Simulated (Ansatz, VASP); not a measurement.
NaCl in VASP and in Ansatz

File INCAR:

```
ALGO = Normal
EDIFF = 1E-6
ENCUT = 520
GGA = PE
ISIF = 2
ISMEAR = 0
LASPH = True
LCHARG = False
LREAL = False
LWAVE = False
NBANDS = 14
NELM = 80
PREC = Accurate
SIGMA = 0.05
```

KPOINTS

```
k-points
0
Gamma
  8 8 8
```

Contents of POSCAR:

```
NaCl
1.0
    0.0000000000      2.8317500000      2.6052100000
    2.8317500000      0.0000000000      2.6052100000
    2.8317500000      2.8317500000      0.0000000000
Na Cl
1 1
Direct
    0.0000000000      0.0000000000      0.0000000000
    0.5000000000      0.5000000000      0.5000000000
```

Input for Ansatz:

```yaml
crystal:
  lattice:
    - [0.0, 2.83175, 2.60521]
    - [2.83175, 0.0, 2.60521]
    - [2.83175, 2.83175, 0.0]
  atoms:
    - { symbol: Na, position: [0.0, 0.0, 0.0] }
    - { symbol: Cl, position: [0.5, 0.5, 0.5] }
basis:
  ecutwfc: 420
kpoints:
  mp_grid: { grid: [8, 8, 8] }
hamiltonian:
  xc: pbe
scf:
  occupations: { method: gaussian, width: 0.05 }
output:
  forces: true
  stress: true
  eigenvalues: true
  write_density: true
  write_potential: true
  elf: true
  volumetric_format: npy
```

Change from the starting cell: strain +0.000 along x and y, -0.080 along z, atoms carried along.

Alike in both runs: task single point; functional PBE; k mesh 8 × 8 × 8; occupations gaussian, width 0.05 eV; no spin polarisation.

|  | VASP | Ansatz |
| --- | --- | --- |
| version | VASP 6.6.1 | Ansatz 0.2.0 |
| potentials or method | VASP PAW PBE potentials, release 64 (Na_pv, Cl), cutoff 520 eV | scalar-relativistic, plane waves, PAW |
| valence electrons in the cell | 14 | 16 |

```csv
,VASP,Ansatz,Ansatz less VASP
gap on the k mesh at the Fermi level (eV),5.37,5.37,0.000
least direct gap on the mesh (eV),5.37,5.37,0.000
pressure (GPa),3.6,3.6,+0.01
"traceless stress, the component that is largest in VASP (GPa)",4.00,3.96,-0.039
```

VASP's potentials hold 14 valence electrons a cell and Ansatz's 16, so a difference there can come from the potentials and not from the codes.
